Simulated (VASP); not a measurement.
# Sr2CuSi3 (Immm) in VASP: single point with PBE

Aim: the single point of Sr2CuSi3 with PBE.

Everything below comes from runs of VASP 6.6.1. Logs are shortened: lines on timing, memory, paths and dates and some standing lists are left out, and cuts for length are marked.

## (1) The cell of the first run

It takes space group Immm (No. 71, orthorhombic). Conventional cell: a = 3.787 Å, b = 4.233 Å, c = 13.746 Å, α = 90.00°, β = 90.00°, γ = 90.00°. Within 2.8 Å of Si (site symmetry mmm) lie 2 Cu at 2.12 Å and 4 Sr at 2.78 Å. Si (site symmetry mm2) has 1 Cu at 2.13 Å and 1 Sr at 2.71 Å within 2.8 Å. Within 3.6 Å of Sr (site symmetry mm2) lie 7 Si at 2.71 to 2.84 Å and 4 Cu at 3.49 Å. Within 2.8 Å of Cu (site symmetry mmm) lie 4 Si at 2.12 to 2.13 Å.

## (2) Single point, PBE

File INCAR:

```
SYSTEM = Sr2CuSi3
  PREC = Accurate
  ENCUT = 520
  EDIFF = 1E-6
  ISMEAR = 0
  SIGMA = 0.0182
  LREAL = .False.
  LASPH = .True.
  NELM = 60
  ALGO = Normal
  ISIF = 2
  LWAVE = .False.
  LCHARG = .False.
  GGA = PE
  NBANDS = 30
```

File KPOINTS:

```
regular mesh
0
Gamma
  7 7 7
  0 0 0
```

File POSCAR:

```
Sr2CuSi3
1.0
    0.0000000000      0.0000000000      3.7870060000
    0.0000000000     -4.2331400000      0.0000000000
    6.8732440000      2.1165700000     -1.8935030000
Si Sr Cu
3 2 1
Direct
    0.0000000000      0.0000000000      0.0000000000
    0.1547000000      0.6547000000      0.3094000000
    0.8453000000      0.3453000000      0.6906000000
    0.3521000000      0.8521000000      0.7042000000
    0.6479000000      0.1479000000      0.2958000000
    0.0000000000      0.5000000000      0.0000000000
```

Potentials or basis: VASP PAW PBE potentials, release 64 (Si, Sr_sv, Cu).

Run with:

```bash
$ cat potpaw_PBE.64/Si/POTCAR potpaw_PBE.64/Sr_sv/POTCAR potpaw_PBE.64/Cu/POTCAR > POTCAR
$ mpirun -np 1 vasp_std > vasp.out
```

OUTCAR:

```text
SYSTEM = Sr2CuSi3
   PREC = Accurate
   ENCUT = 520
   EDIFF = 1E-6
   ISMEAR = 0
   LREAL = .False.
   LASPH = .True.
   NELM = 60
   ISIF = 2
   GGA = PE

 ion  position               nearest neighbor table
   1  0.000  0.000  0.000-   6 2.12   6 2.12   5 2.78   5 2.78   4 2.78   4 2.78   3 3.00   3 3.00
                             2 3.00   2 3.00
   2  0.155  0.655  0.309-   6 2.13   4 2.71   5 2.84   5 2.84   5 2.84   5 2.84   1 3.00   1 3.00

   3  0.845  0.345  0.691-   6 2.13   5 2.71   4 2.84   4 2.84   4 2.84   4 2.84   1 3.00   1 3.00

   4  0.352  0.852  0.704-   2 2.71   1 2.78   1 2.78   3 2.84   3 2.84   3 2.84   3 2.84   6 3.49
                             6 3.49   6 3.49   6 3.49   5 3.99   5 3.99   5 3.99   5 3.99   5 4.07
   5  0.648  0.148  0.296-   3 2.71   1 2.78   1 2.78   2 2.84   2 2.84   2 2.84   2 2.84   6 3.49
                             6 3.49   6 3.49   6 3.49   4 3.99   4 3.99   4 3.99   4 3.99   4 4.07
   6  0.000  0.500  0.000-   1 2.12   1 2.12   3 2.13   2 2.13   5 3.49   5 3.49   4 3.49   5 3.49
                             5 3.49   4 3.49   4 3.49   4 3.49

  LATTYP: Found a body centered orthorhombic cell.
 ALAT       =     3.7870060000
 B/A-ratio  =     1.1178065205
 C/A-ratio  =     3.6299092212

  Lattice vectors:

 A1 = (  -6.8732440000,  -2.1165700000,   1.8935030000)
 A2 = (  -6.8732440000,   2.1165700000,  -1.8935030000)
 A3 = (   6.8732440000,  -2.1165700000,  -1.8935030000)

Analysis of symmetry for initial positions (statically):
=====================================================================
 Subroutine PRICEL returns:
 Original cell was already a primitive cell.

 Routine SETGRP: Setting up the symmetry group for a
 body centered orthorhombic supercell.

 Subroutine GETGRP returns: Found  8 space group operations
 (whereof  8 operations were pure point group operations)
 out of a pool of  8 trial point group operations.

The static configuration has the point symmetry D_2h.

Analysis of symmetry for dynamics (positions and initial velocities):
=====================================================================
 Subroutine PRICEL returns:
 Original cell was already a primitive cell.

 Routine SETGRP: Setting up the symmetry group for a
 body centered orthorhombic supercell.

 Subroutine GETGRP returns: Found  8 space group operations
 (whereof  8 operations were pure point group operations)
 out of a pool of  8 trial point group operations.

The dynamic configuration has the point symmetry D_2h.

 Subroutine INISYM returns: Found  8 space group operations
 (whereof  8 operations are pure point group operations),
 and found     1 'primitive' translations

----------------------------------------------------------------------------------------

                                     Primitive cell

  volume of cell :     110.1845

  direct lattice vectors                    reciprocal lattice vectors
     0.000000000  0.000000000  3.787006000     0.072745853  0.000000000  0.264060844
     0.000000000 -4.233140000  0.000000000     0.072745853 -0.236231261  0.000000000
     6.873244000  2.116570000 -1.893503000     0.145491707  0.000000000  0.000000000

  length of vectors
     3.787006000  4.233140000  7.436847804     0.273897953  0.247178413  0.145491707

  position of ions in fractional coordinates (direct lattice)
     0.000000000  0.000000000  0.000000000
     0.154700000  0.654700000  0.309400000
     0.845300000  0.345300000  0.690600000
     0.352100000  0.852100000  0.704200000
     0.647900000  0.147900000  0.295800000
     0.000000000  0.500000000  0.000000000

  ion indices of the primitive-cell ions
   primitive index   ion index
                 1           1
                 2           2
                 3           3
                 4           4
                 5           5
                 6           6

----------------------------------------------------------------------------------------

 KPOINTS: regular mesh

Automatic generation of k-mesh.
 Grid dimensions read from file:
 generate k-points for:    7    7    7

 Generating k-lattice:

  Cartesian coordinates                     Fractional coordinates (reciprocal lattice)
     0.010392265  0.000000000  0.037722978     0.142857143  0.000000000  0.000000000
     0.010392265 -0.033747323  0.000000000     0.000000000  0.142857143  0.000000000
     0.020784530  0.000000000  0.000000000     0.000000000  0.000000000  0.142857143

  Length of vectors
     0.039128279  0.035311202  0.020784530

  Shift w.r.t. Gamma in fractional coordinates (k-lattice)
     0.000000000  0.000000000  0.000000000

 Subroutine IBZKPT returns following result:
 ===========================================

 Found     64 irreducible k-points:

 Following reciprocal coordinates:
            Coordinates               Weight
  0.000000  0.000000  0.000000      1.000000
  0.142857  0.000000  0.000000      4.000000
  0.285714  0.000000  0.000000      4.000000
  0.428571  0.000000 -0.000000      4.000000
  0.000000  0.142857  0.000000      4.000000
  0.142857  0.142857  0.000000      8.000000
[... 16 lines left out ...]
 -0.428571  0.428571  0.000000      4.000000
 -0.285714  0.428571  0.000000      8.000000
 [... further k-points ...]
   k-points           NKPTS =     64   k-points in BZ     NKDIM =     64   number of bands    NBANDS=     30
   number of dos      NEDOS =    301   number of ions     NIONS =      6
   total plane-waves  NPLWV =  50176
   dimension x,y,z NGX =    28 NGY =   32 NGZ =   56
   dimension x,y,z NGXF=    56 NGYF=   64 NGZF=  112
   ions per type =               3   2   1
   NGX,Y,Z   is equivalent  to a cutoff of  12.29, 12.57, 12.52 a.u.
   NGXF,Y,Z  is equivalent  to a cutoff of  24.58, 25.13, 25.04 a.u.
 SYSTEM =  Sr2CuSi3
   PREC   = accura    normal or accurate (medium, high low for compatibility)
   ISTART =      0    job   : 0-new  1-cont  2-samecut
   ICHARG =      2    charge: 1-file 2-atom 10-const
   ISPIN  =      1    spin polarized calculation?
   LNONCOLLINEAR =      F non collinear calculations
   LSORBIT =      F    spin-orbit coupling
   LASPH  =      T    aspherical Exc in radial PAW
   ENCUT  =  520.0 eV  38.22 Ry    6.18 a.u.   7.04  7.87 13.83*2*pi/ulx,y,z
   NELM   =     60;   NELMIN=  2; NELMDL= -5     # of ELM steps
   EDIFF  = 0.1E-05   stopping-criterion for ELM
   LREAL  =      F    real-space projection
   EDIFFG = 0.1E-04   stopping-criterion for IOM
   NSW    =      0    number of steps for IOM
   IBRION =     -1    ionic relax: 0-MD 1-quasi-New 2-CG
   NFREE  =      0    steps in history (QN), initial steepest desc. (CG)
   ISIF   =      2    stress and relaxation
   ISYM   =      2    0-nonsym 1-usesym 2-fastsym
   POTIM  = 0.5000    time-step for ionic-motion
   TEBEG  =    0.0;   TEEND  =   0.0 temperature during run
   PSTRESS=    0.0 pullay stress
   NELECT =      43.0000    total number of electrons
   NUPDOWN=      -1.0000    fix difference up-down
   EMIN   =  10.00;   EMAX   =-10.00  energy-range for DOS
   EFERMI =   0.00;   METHOD = LEGACY
   ISMEAR =     0;   SIGMA  =   0.02  broadening in eV -4-tet -1-fermi 0-gaus
   EFERMI_NEDOS =   21; number of points for ismear=-14 and -15
   IALGO  =     38    algorithm
   IMIX   =      4    mixing-type and parameters
     AMIX     =   0.40;   BMIX     =  1.00
     AMIX_MAG =   1.60;   BMIX_MAG =  1.00
  volume/ion in A,a.u.               =      18.36       123.93
  Fermi-wavevector in a.u.,A,eV,Ry     =   1.196348  2.260770 19.473318  1.431248
  Thomas-Fermi vector in A             =   2.332291
   LORBIT       =      0    0 simple, 1 ext, 2 COOP (PROOUT), +10 PAW based schemes
   GGA     = PE    functional components
   LHFCALC =     F    Hartree Fock is set to
   AEXX    =    0.0000 exact exchange contribution
   IVDW    =     0    specifies the selected vdW correction
   LEPSILON=     F    determine dielectric tensor
   LRPA    =     F    only Hartree local field effects (RPA)
 non-spin polarized calculation
 Gauss-broadening in eV      SIGMA  =   0.02
  energy-cutoff  :      520.00
  volume of cell :      110.18
 maximum number of plane-waves:      2988
   NGX = 15   NGY = 15   NGZ = 27

 number of electron      43.0000005 magnetization

 Free energy of the ion-electron system (eV)
  ---------------------------------------------------
  ext. energy  EPLUGINS =         0.00000000
  ---------------------------------------------------
  free energy    TOTEN  =       -19.18127157 eV

  energy without entropy =      -19.18038006  energy(sigma->0) =      -19.18082581

 E-fermi :   5.9356     XC(G=0): -10.5756

 val. band max:        5.9350292798   @ k =   0.4286   0.4286   0.0000
 cond. band min:       5.9358721404   @ k =  -0.2857   0.4286   0.1429
 fundamental gap:      0.0008428606
 Fermi energy:         5.9356184234

 k-point     1 :       0.0000    0.0000    0.0000
  band No.  band energies     occupation
      1     -27.7828      2.00000
      2     -27.7399      2.00000
      3     -10.4904      2.00000
      4     -10.0845      2.00000
      5      -9.9870      2.00000
      6      -9.9778      2.00000
[... 22 lines left out ...]
     29      10.2887      0.00000
     30      10.4206      0.00000

 k-point     2 :       0.1429    0.0000    0.0000
  band No.  band energies     occupation
      1     -27.7743      2.00000
      2     -27.7357      2.00000
      3     -10.4465      2.00000
      4     -10.1511      2.00000
      5     -10.0630      2.00000
      6     -10.0582      2.00000
[... 22 lines left out ...]
     29      11.1416      0.00000
     30      11.2919      0.00000

 k-point     3 :       0.2857    0.0000    0.0000
  band No.  band energies     occupation
      1     -27.7541      2.00000
      2     -27.7271      2.00000
      3     -10.4361      2.00000
      4     -10.4096      2.00000
      5     -10.2625      2.00000
      6     -10.0107      2.00000
[... 682 lines left out ...]
     29      11.8837      0.00000
     30      12.1329      0.00000

 k-point    24 :      -0.2857    0.4286    0.0000
  band No.  band energies     occupation
      1     -27.7382      2.00000
      2     -27.7264      2.00000
      3     -10.3678      2.00000
      4     -10.3171      2.00000
      5     -10.3001      2.00000
      6     -10.2372      2.00000
[... 22 lines left out ...]
     29      11.9018      0.00000
     30      12.1618      0.00000

 [... further k-points ...]
[... 5 lines left out ...]
  --------------------------------------------------------------------------------------
  -------------------------------------------------------------------------------------
  Total       25.0339243     16.8129249     19.0272806      0.0000000      0.0000000      0.0000000
  in kB      364.0148744    244.4744452    276.6730894      0.0000000      0.0000000      0.0000000
  external PRESSURE =     295.0541363 kB  Pullay stress =       0.0000000 kB

 VOLUME and BASIS-vectors are now :
 -----------------------------------------------------------------------------
  energy-cutoff  :      520.00
  volume of cell :      110.18
      direct lattice vectors                 reciprocal lattice vectors
     0.000000000  0.000000000  3.787006000     0.072745853  0.000000000  0.264060844
     0.000000000 -4.233140000  0.000000000     0.072745853 -0.236231261  0.000000000
     6.873244000  2.116570000 -1.893503000     0.145491707  0.000000000  0.000000000

 POSITION                                       TOTAL-FORCE (eV/Angst)
 -----------------------------------------------------------------------------------
      0.00000      0.00000      0.00000         0.000000     -0.000000     -0.000000
      2.12658     -2.11657      0.00000         0.432851     -0.000000      0.000000
      4.74666      0.00000      1.89350        -0.432851      0.000000      0.000000
      4.84014     -2.11657      0.00000        -0.009495      0.000000     -0.000000
      2.03311      0.00000      1.89350         0.009495     -0.000000      0.000000
      0.00000     -2.11657      0.00000         0.000000     -0.000000      0.000000
 -----------------------------------------------------------------------------------
    total drift:                               -0.000000     -0.000000     -0.000000

  FREE ENERGIE OF THE ION-ELECTRON SYSTEM (eV)
  ---------------------------------------------------
  free  energy   TOTEN  =       -19.1812715680 eV

  energy  without entropy=      -19.1803800608  energy(sigma->0) =      -19.18082581
```

Run time: 9.2 min. Hardware: 1 thread of AMD EPYC 7R43 (Zen 3), shared host; peak memory 0.32 GiB.

Results:

* Free energy: -19.1813 eV
* Pressure: 29.5 GPa
* Largest force: 0.433 eV/Å

Forces in eV/Å, atoms in the order of the input:
```
Si   0.000  0.000  0.000
Si   0.433  0.000  0.000
Si  -0.433  0.000  0.000
Sr  -0.009  0.000  0.000
Sr   0.009  0.000  0.000
Cu   0.000  0.000  0.000
```
